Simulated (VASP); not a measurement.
**Fe: single point with LDA**

Crystal: Fe.

```
CELL_PARAMETERS angstrom
0.00000 2.37721 2.37721
2.37721 0.00000 2.37721
2.37721 2.37721 0.00000
ATOMIC_POSITIONS crystal
Fe 0.12500 0.12500 0.12500
Fe 0.87500 0.87500 0.87500
```

This isn't the form of Fe at room conditions, which is bcc.

```json
{
  "Program": "VASP 6.6.1",
  "Task": "single point",
  "Functional": "LDA",
  "Potentials or basis": "VASP PAW LDA potentials, release 64 (Fe)",
  "Cutoff": "520 eV",
  "k mesh": "19 × 19 × 19",
  "Occupations": "fermi-dirac, width 0.05 eV",
  "Spin": "collinear spin, antiferromagnetic start",
  "Starting moments": "[2.5, -2.5] μB",
  "Dipole correction": "no",
  "Further INCAR settings": "ALGO = Normal; EDIFF = 1e-06; NBANDS = 19"
}
```

| Quantity | Value |
| --- | --- |
| Pressure | -2.2 GPa |
| Band gap on the k mesh | zero (filled and empty bands overlap) |
| Net moment | 0.00 μB per cell |
| Valence electrons inside the program's atomic spheres | Fe 7.64 |

Levels at points of the mesh, in eV from the Fermi level:
Spin up:
```csv
k point,band 5,band 6,band 7,band 8,band 9,band 10,band 11,band 12
"(0.00, 0.00, 0.00)",-2.64,-2.64,-0.44,-0.44,-0.44,1.39,1.39,15.08
```
Spin down:
```
           k point  band 6  band 7  band 8  band 9  band 10  band 11
(0.00, 0.00, 0.00)   -2.64   -0.44   -0.44   -0.44     1.39     1.39
```

Run time: 4.9 min on 1 thread of Intel Xeon 8259CL, on a shared host, peak memory 0.27 GiB.

Caveat: the moments typed at the start vanished in this run.
